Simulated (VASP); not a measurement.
# BN (Amm2) in VASP: further runs

BN is run at these levels: PBE; tasks: single point.

Everything below comes from runs of VASP 6.6.1. Logs are shortened: lines on timing, memory, paths and dates and some standing lists are left out, and cuts for length are marked.

### Step 1. The cell of the first run

The structure is orthorhombic, space group Amm2 (No. 38). The conventional cell has a = 6.661 Å, b = 2.504 Å, c = 4.337 Å, α = 90.00°, β = 90.00°, γ = 90.00°. B (site symmetry mm2) has 3 N at 1.45 Å within 1.9 Å. B (site symmetry mm2) has 3 N at 1.36 to 1.49 Å within 1.8 Å. N (site symmetry mm2) has 3 B at 1.36 to 1.49 Å within 1.8 Å. Within 1.9 Å of N (site symmetry mm2) lie 3 B at 1.45 Å.

### Step 2. Single point, PBE (atom 3 (N) moved +0.083 Å towards its neighbour atom 2 (B) at 1.446 Å)

INCAR reads:

```
SYSTEM = BN
ALGO = Normal
EDIFF = 1E-7
ENCUT = 520
GGA = PE
ISIF = 2
ISMEAR = 0
LASPH = .TRUE.
LCHARG = .FALSE.
LREAL = .FALSE.
LWAVE = .FALSE.
NBANDS = 16
NELM = 100
PREC = Accurate
SIGMA = 0.05
```

KPOINTS reads:

```
k-points
0
G
  12 12 4
  0 0 0
```

POSCAR reads:

```
BN
1.0
    2.5039917043      0.0000000000      0.0000000000
   -1.2519958522      2.1685204268      0.0000000000
    0.0000000000      0.0000000000      6.6612000000
B N
2 2
Direct
    0.3333333333      0.6666666667      0.2500000000
    0.6666666667      0.3333333333      0.7500000000
    0.2949200452      0.6474600226      0.7500000000
    0.6666666667      0.3333333333      0.2500000000
```

Potentials or basis: VASP PAW PBE potentials, release 64 (B, N).

Command:

```
> cat potpaw_PBE.64/B/POTCAR potpaw_PBE.64/N/POTCAR > POTCAR
> mpirun -np 1 vasp_std > vasp.out
```

OUTCAR:

```text
SYSTEM = BN
   EDIFF = 1E-7
   ENCUT = 520
   GGA = PE
   ISIF = 2
   ISMEAR = 0
   LASPH = .TRUE.
   LREAL = .FALSE.
   NELM = 100
   PREC = Accurate

 ion  position               nearest neighbor table
   1  0.333  0.667  0.250-   4 1.45   4 1.45   4 1.45
   2  0.667  0.333  0.750-   3 1.36   3 1.49   3 1.49
   3  0.295  0.647  0.750-   2 1.36   2 1.49   2 1.49
   4  0.667  0.333  0.250-   1 1.45   1 1.45   1 1.45

  LATTYP: Found a hexagonal cell.
 ALAT       =     2.5039917043
 C/A-ratio  =     2.6602324555

  Lattice vectors:

 A1 = (   2.5039917043,   0.0000000000,   0.0000000000)
 A2 = (  -1.2519958522,   2.1685204268,   0.0000000000)
 A3 = (   0.0000000000,   0.0000000000,   6.6612000000)

Analysis of symmetry for initial positions (statically):
=====================================================================
 Subroutine PRICEL returns:
 Original cell was already a primitive cell.

 Routine SETGRP: Setting up the symmetry group for a
 hexagonal supercell.

 Subroutine GETGRP returns: Found  4 space group operations
 (whereof  2 operations were pure point group operations)
 out of a pool of 24 trial point group operations.

The static configuration has the point symmetry C_1h.
 The point group associated with its full space group is C_2v.

Analysis of symmetry for dynamics (positions and initial velocities):
=====================================================================
 Subroutine PRICEL returns:
 Original cell was already a primitive cell.

 Routine SETGRP: Setting up the symmetry group for a
 hexagonal supercell.

 Subroutine GETGRP returns: Found  4 space group operations
 (whereof  2 operations were pure point group operations)
 out of a pool of 24 trial point group operations.

The dynamic configuration has the point symmetry C_1h.
 The point group associated with its full space group is C_2v.

 Subroutine INISYM returns: Found  4 space group operations
 (whereof  2 operations are pure point group operations),
 and found     1 'primitive' translations

----------------------------------------------------------------------------------------

                                     Primitive cell

  volume of cell :      36.1700

  direct lattice vectors                    reciprocal lattice vectors
     2.503991704  0.000000000  0.000000000     0.399362345  0.230571958  0.000000000
    -1.251995852  2.168520427  0.000000000     0.000000000  0.461143915  0.000000000
     0.000000000  0.000000000  6.661200000     0.000000000  0.000000000  0.150123101

  length of vectors
     2.503991704  2.503991704  6.661200000     0.461143915  0.461143915  0.150123101

  position of ions in fractional coordinates (direct lattice)
     0.333333333  0.666666667  0.250000000
     0.666666667  0.333333333  0.750000000
     0.294920045  0.647460023  0.750000000
     0.666666667  0.333333333  0.250000000

  ion indices of the primitive-cell ions
   primitive index   ion index
                 1           1
                 2           2
                 3           3
                 4           4

----------------------------------------------------------------------------------------

 KPOINTS: k-points

Automatic generation of k-mesh.
 Grid dimensions read from file:
 generate k-points for:   12   12    4

 Generating k-lattice:

  Cartesian coordinates                     Fractional coordinates (reciprocal lattice)
     0.033280195  0.019214330  0.000000000     0.083333333 -0.000000000  0.000000000
     0.000000000  0.038428660  0.000000000     0.000000000  0.083333333  0.000000000
     0.000000000  0.000000000  0.037530775     0.000000000  0.000000000  0.250000000

  Length of vectors
     0.038428660  0.038428660  0.037530775

  Shift w.r.t. Gamma in fractional coordinates (k-lattice)
     0.000000000  0.000000000  0.000000000

 Subroutine IBZKPT returns following result:
 ===========================================

 Found    129 irreducible k-points:

 Following reciprocal coordinates:
            Coordinates               Weight
  0.000000  0.000000  0.000000      1.000000
  0.083333  0.000000  0.000000      2.000000
  0.000000  0.083333  0.000000      4.000000
  0.166667  0.000000  0.000000      2.000000
  0.000000  0.166667  0.000000      4.000000
  0.250000  0.000000  0.000000      2.000000
[... 16 lines left out ...]
 -0.083333  0.416667  0.000000      4.000000
 -0.416667  0.333333  0.000000      4.000000
 [... further k-points ...]
   k-points           NKPTS =    129   k-points in BZ     NKDIM =    129   number of bands    NBANDS=     16
   number of dos      NEDOS =    301   number of ions     NIONS =      4
   total plane-waves  NPLWV =  20000
   dimension x,y,z NGX =    20 NGY =   20 NGZ =   50
   dimension x,y,z NGXF=    40 NGYF=   40 NGZF=  100
   ions per type =               2   2
   NGX,Y,Z   is equivalent  to a cutoff of  13.28, 13.28, 12.48 a.u.
   NGXF,Y,Z  is equivalent  to a cutoff of  26.56, 26.56, 24.96 a.u.
 SYSTEM =  BN
   PREC   = accura    normal or accurate (medium, high low for compatibility)
   ISTART =      0    job   : 0-new  1-cont  2-samecut
   ICHARG =      2    charge: 1-file 2-atom 10-const
   ISPIN  =      1    spin polarized calculation?
   LNONCOLLINEAR =      F non collinear calculations
   LSORBIT =      F    spin-orbit coupling
   LASPH  =      T    aspherical Exc in radial PAW
   ENCUT  =  520.0 eV  38.22 Ry    6.18 a.u.   4.66  4.66 12.39*2*pi/ulx,y,z
   NELM   =    100;   NELMIN=  2; NELMDL= -5     # of ELM steps
   EDIFF  = 0.1E-06   stopping-criterion for ELM
   LREAL  =      F    real-space projection
   EDIFFG = 0.1E-05   stopping-criterion for IOM
   NSW    =      0    number of steps for IOM
   IBRION =     -1    ionic relax: 0-MD 1-quasi-New 2-CG
   NFREE  =      0    steps in history (QN), initial steepest desc. (CG)
   ISIF   =      2    stress and relaxation
   ISYM   =      2    0-nonsym 1-usesym 2-fastsym
   POTIM  = 0.5000    time-step for ionic-motion
   TEBEG  =    0.0;   TEEND  =   0.0 temperature during run
   PSTRESS=    0.0 pullay stress
   NELECT =      16.0000    total number of electrons
   NUPDOWN=      -1.0000    fix difference up-down
   EMIN   =  10.00;   EMAX   =-10.00  energy-range for DOS
   EFERMI =   0.00;   METHOD = LEGACY
   ISMEAR =     0;   SIGMA  =   0.05  broadening in eV -4-tet -1-fermi 0-gaus
   EFERMI_NEDOS =   21; number of points for ismear=-14 and -15
   IALGO  =     38    algorithm
   IMIX   =      4    mixing-type and parameters
     AMIX     =   0.40;   BMIX     =  1.00
     AMIX_MAG =   1.60;   BMIX_MAG =  1.00
  volume/ion in A,a.u.               =       9.04        61.02
  Fermi-wavevector in a.u.,A,eV,Ry     =   1.247379  2.357205 21.170055  1.555955
  Thomas-Fermi vector in A             =   2.381514
   LORBIT       =      0    0 simple, 1 ext, 2 COOP (PROOUT), +10 PAW based schemes
   GGA     = PE    functional components
   LHFCALC =     F    Hartree Fock is set to
   AEXX    =    0.0000 exact exchange contribution
   IVDW    =     0    specifies the selected vdW correction
   LEPSILON=     F    determine dielectric tensor
   LRPA    =     F    only Hartree local field effects (RPA)
 non-spin polarized calculation
 Gauss-broadening in eV      SIGMA  =   0.05
  energy-cutoff  :      520.00
  volume of cell :       36.17
 maximum number of plane-waves:       992
   NGX =  9   NGY =  9   NGZ = 25

 number of electron      15.9999998 magnetization

 Free energy of the ion-electron system (eV)
  ---------------------------------------------------
  ext. energy  EPLUGINS =         0.00000000
  ---------------------------------------------------
  free energy    TOTEN  =       -34.99818263 eV

  energy without entropy =      -34.99818263  energy(sigma->0) =      -34.99818263

 E-fermi :   2.4741     XC(G=0): -10.0467

 val. band max:        2.2429143977   @ k =   0.3333   0.3333   0.2500
 cond. band min:       6.3689618476   @ k =   0.5000   0.0000   0.2500
 fundamental gap:      4.1260474499
 Fermi energy:         2.4740868594

 k-point     1 :       0.0000    0.0000    0.0000
  band No.  band energies     occupation
      1     -15.5529      2.00000
      2     -15.2658      2.00000
      3      -3.9611      2.00000
      4      -1.8713      2.00000
      5       0.0033      2.00000
      6       0.9271      2.00000
[... 8 lines left out ...]
     15      15.2957      0.00000
     16      15.3569      0.00000

 k-point     2 :       0.0833    0.0000    0.0000
  band No.  band energies     occupation
      1     -15.4190      2.00000
      2     -15.1366      2.00000
      3      -3.7728      2.00000
      4      -1.7013      2.00000
      5      -0.4629      2.00000
      6       0.3680      2.00000
[... 8 lines left out ...]
     15      14.7624      0.00000
     16      15.5343      0.00000

 k-point     3 :       0.0000    0.0833    0.0000
  band No.  band energies     occupation
      1     -15.4165      2.00000
      2     -15.1339      2.00000
      3      -3.7757      2.00000
      4      -1.7052      2.00000
      5      -0.3036      2.00000
      6       0.3673      2.00000
[... 8 lines left out ...]
     15      14.8046      0.00000
     16      15.8105      0.00000

 k-point     4 :       0.1667    0.0000    0.0000
  band No.  band energies     occupation
      1     -15.0247      2.00000
      2     -14.7564      2.00000
      3      -3.2140      2.00000
      4      -1.6778      2.00000
      5      -1.2008      2.00000
      6      -1.0443      2.00000
[... 8 lines left out ...]
     15      16.0550      0.00000
     16      16.3856      0.00000
[... 324 lines left out ...]
 k-point    22 :       0.3333    0.0833    0.0000
  band No.  band energies     occupation
      1     -13.1188      2.00000
      2     -12.9293      2.00000
      3      -5.5723      2.00000
      4      -5.3469      2.00000
      5      -1.9388      2.00000
      6      -1.4672      2.00000
[... 8 lines left out ...]
     15      17.4632      0.00000
     16      20.4833      0.00000

 k-point    23 :      -0.0833    0.4167    0.0000
  band No.  band energies     occupation
      1     -13.0531      2.00000
      2     -12.8736      2.00000
      3      -5.3712      2.00000
      4      -5.2433      2.00000
      5      -2.0999      2.00000
      6      -1.9304      2.00000
[... 8 lines left out ...]
     15      17.5663      0.00000
     16      20.8956      0.00000

 k-point    24 :      -0.4167    0.3333    0.0000
  band No.  band energies     occupation
      1     -13.0661      2.00000
      2     -12.8911      2.00000
      3      -5.3705      2.00000
      4      -5.2445      2.00000
      5      -2.0675      2.00000
      6      -1.9279      2.00000
[... 8 lines left out ...]
     15      17.5847      0.00000
     16      20.7602      0.00000

 [... further k-points ...]

------------------------ aborting loop because EDIFF is reached ----------------------------------------

  FORCE on cell =-STRESS in cart. coord.  units (eV):
  Direction    XX          YY          ZZ          XY          YZ          ZX
  --------------------------------------------------------------------------------------
  -------------------------------------------------------------------------------------
  Total        1.9430449      0.7131286      0.6104183      1.0651388      0.0000000      0.0000000
  in kB       86.0685612     31.5885399     27.0389128     47.1810824      0.0000000      0.0000000
  external PRESSURE =      48.2320046 kB  Pullay stress =       0.0000000 kB

 VOLUME and BASIS-vectors are now :
 -----------------------------------------------------------------------------
  energy-cutoff  :      520.00
  volume of cell :       36.17
      direct lattice vectors                 reciprocal lattice vectors
     2.503991704  0.000000000  0.000000000     0.399362345  0.230571958  0.000000000
    -1.251995852  2.168520427  0.000000000     0.000000000  0.461143915  0.000000000
     0.000000000  0.000000000  6.661200000     0.000000000  0.000000000  0.150123101

 POSITION                                       TOTAL-FORCE (eV/Angst)
 -----------------------------------------------------------------------------------
     -0.00000      1.44568      1.66530        -0.001070     -0.000618      0.000000
      1.25200      0.72284      4.99590        -3.393294     -1.959119      0.000000
     -0.07214      1.40403      4.99590         3.400429      1.963239      0.000000
      1.25200      0.72284      1.66530        -0.006065     -0.003502      0.000000
 -----------------------------------------------------------------------------------
    total drift:                                0.000026      0.000015     -0.000000

  FREE ENERGIE OF THE ION-ELECTRON SYSTEM (eV)
  ---------------------------------------------------
  free  energy   TOTEN  =       -34.9981826311 eV

  energy  without entropy=      -34.9981826311  energy(sigma->0) =      -34.99818263
```

Wall time 36 s (1 thread of Intel Xeon 6975P-C (Granite Rapids), shared host); peak memory 0.18 GiB.

Results:

```yaml
Free_energy: -34.9982 eV
Pressure: 4.8 GPa
Largest_force: 3.926 eV/Å
Band_gap_on_the_k_mesh: 4.13 eV, indirect (least direct gap 4.51 eV)
```

Forces in eV/Å, atoms in the order of the input:
```
B   -0.001 -0.001  0.000
B   -3.393 -1.959  0.000
N    3.400  1.963  0.000
N   -0.006 -0.004  0.000
```

Caveat: the cell differs from its parent crystal (atom 3 (N) moved +0.083 Å towards its neighbour atom 2 (B) at 1.446 Å); this functional lacks dispersion, which binds the layers, so the pressure and a relaxed spacing across them are unreliable; forces of over 1 eV/Å act on the atoms, so gaps and moduli don't describe the material at rest.

### Step 3. Single point, PBE (atom 3 (N) moved +0.050 Å towards its neighbour atom 2 (B) at 1.446 Å)

INCAR reads:

```
SYSTEM = BN
  PREC = Accurate
  ENCUT = 520
  EDIFF = 1E-7
  ISMEAR = 0
  SIGMA = 0.05
  LREAL = .False.
  LASPH = .True.
  NELM = 60
  ALGO = Normal
  ISIF = 2
  LWAVE = .False.
  LCHARG = .False.
  GGA = PE
  NBANDS = 16
```

KPOINTS reads:

```
regular mesh
0
Gamma
  12 12 4
  0 0 0
```

Changes to POSCAR since step 2:

```diff
@@ -10,3 +10,3 @@
     0.6666666667      0.3333333333      0.7500000000
-    0.2949200452      0.6474600226      0.7500000000
+    0.3102761376      0.6551380688      0.7500000000
     0.6666666667      0.3333333333      0.2500000000
```

Potentials or basis: VASP PAW PBE potentials, release 64 (B, N).

Command:

```
> cat potpaw_PBE.64/B/POTCAR potpaw_PBE.64/N/POTCAR > POTCAR
> mpirun -np 1 vasp_std > vasp.out
```

Run time: 34 s. Hardware: 1 thread of Intel Xeon 6975P-C (Granite Rapids), shared host; peak memory 0.18 GiB.

It converged, with:

```yaml
Free_energy: -35.1003 eV
Pressure: 3.9 GPa
Largest_force: 2.236 eV/Å
Band_gap_on_the_k_mesh: 4.20 eV, indirect (least direct gap 4.59 eV)
```

Forces on the atoms (eV/Å):
```
B   -0.001  0.000  0.000
B   -1.933 -1.116  0.000
N    1.937  1.118  0.000
N   -0.003 -0.002  0.000
```

Stress tensor (GPa, compression positive):
```
6.01 2.65 0.00
2.65 2.95 0.00
0.00 0.00 2.70
```

Levels at points of the mesh, in eV from the valence-band top:
| k point | band 4 | band 5 | band 6 | band 7 | band 8 | band 9 | band 10 | band 11 | band 12 | band 13 |
| --- | --- | --- | --- | --- | --- | --- | --- | --- | --- | --- |
| (0.00, 0.00, 0.00) | -4.11 | -1.88 | -1.31 | -1.31 | -0.74 | 5.24 | 10.28 | 10.85 | 11.60 | 11.61 |
| (0.50, 0.00, 0.00) | -8.87 | -4.11 | -3.82 | -1.32 | -0.40 | 4.20 | 5.38 | 9.58 | 10.01 | 12.65 |
| (0.00, 0.50, 0.00) | -8.80 | -4.24 | -4.10 | -1.49 | -0.46 | 4.32 | 5.79 | 9.47 | 9.91 | 12.74 |
| (0.00, 0.00, 0.50) | -5.27 | -1.88 | -1.31 | -1.31 | -0.74 | 7.59 | 7.59 | 10.85 | 11.61 | 11.61 |
| (0.50, 0.00, 0.50) | -8.88 | -4.11 | -3.82 | -0.91 | -0.74 | 4.39 | 4.74 | 9.92 | 10.02 | 13.53 |
| (0.00, 0.50, 0.50) | -8.82 | -4.23 | -4.11 | -1.02 | -0.92 | 4.74 | 4.94 | 9.80 | 9.91 | 13.57 |

Caveat: the cell differs from its parent crystal (atom 3 (N) moved +0.050 Å towards its neighbour atom 2 (B) at 1.446 Å); this functional lacks dispersion, which binds the layers, so the pressure and a relaxed spacing across them are unreliable; forces of over 1 eV/Å act on the atoms, so gaps and moduli don't describe the material at rest.

### Step 4. Single point, PBE (atom 3 (N) moved +0.017 Å towards its neighbour atom 2 (B) at 1.446 Å)

INCAR reads:

```
PREC = Accurate
ENCUT = 520
EDIFF = 1E-6
ISMEAR = 0
SIGMA = 0.05
LREAL = F
LASPH = T
NELM = 80
ALGO = Normal
ISIF = 2
LWAVE = F
LCHARG = F
GGA = PE
NBANDS = 16
```

KPOINTS reads:

```
Automatic mesh
0
Gamma
  12 12 4
```

Changes to POSCAR since step 3:

```diff
@@ -10,3 +10,3 @@
     0.6666666667      0.3333333333      0.7500000000
-    0.3102761376      0.6551380688      0.7500000000
+    0.3256322299      0.6628161150      0.7500000000
     0.6666666667      0.3333333333      0.2500000000
```

Command:

```
> cat potpaw_PBE.64/B/POTCAR potpaw_PBE.64/N/POTCAR > POTCAR
> mpirun -np 1 vasp_std > vasp.out
```

Run time: 40 s. Hardware: 1 thread of Intel Xeon 6975P-C (Granite Rapids), shared host; peak memory 0.18 GiB.

The run converged. Its results:

```
Free energy            : -35.1489 eV
Pressure               : 3.4 GPa
Largest force          : 0.709 eV/Å
Band gap on the k mesh : 4.25 eV, indirect (least direct gap 4.64 eV)
```

Forces in eV/Å, atoms in the order of the input:
```
B    0.000  0.000  0.000
B   -0.613 -0.354  0.000
N    0.614  0.355  0.000
N   -0.001  0.000  0.000
```

Stress tensor (GPa, compression positive):
```
4.30 0.84 0.00
0.84 3.34 0.00
0.00 0.00 2.71
```

Levels at points of the mesh, in eV from the valence-band top:
| k point | band 4 | band 5 | band 6 | band 7 | band 8 | band 9 | band 10 | band 11 | band 12 | band 13 |
| --- | --- | --- | --- | --- | --- | --- | --- | --- | --- | --- |
| (0.00, 0.00, 0.00) | -4.11 | -1.51 | -1.31 | -1.31 | -1.12 | 5.24 | 10.28 | 11.34 | 11.60 | 11.62 |
| (0.50, 0.00, 0.00) | -8.85 | -4.12 | -4.00 | -1.39 | -0.42 | 4.25 | 5.54 | 9.55 | 9.97 | 12.69 |
| (0.00, 0.50, 0.00) | -8.83 | -4.17 | -4.09 | -1.45 | -0.44 | 4.29 | 5.68 | 9.52 | 9.95 | 12.72 |
| (0.00, 0.00, 0.50) | -5.27 | -1.50 | -1.31 | -1.31 | -1.12 | 7.59 | 7.59 | 11.35 | 11.61 | 11.61 |
| (0.50, 0.00, 0.50) | -8.88 | -4.11 | -4.01 | -0.91 | -0.85 | 4.62 | 4.74 | 9.92 | 9.95 | 13.56 |
| (0.00, 0.50, 0.50) | -8.86 | -4.16 | -4.11 | -0.95 | -0.92 | 4.74 | 4.80 | 9.89 | 9.92 | 13.57 |

Caveat: the cell differs from its parent crystal (atom 3 (N) moved +0.017 Å towards its neighbour atom 2 (B) at 1.446 Å); this functional lacks dispersion, which binds the layers, so the pressure and a relaxed spacing across them are unreliable.
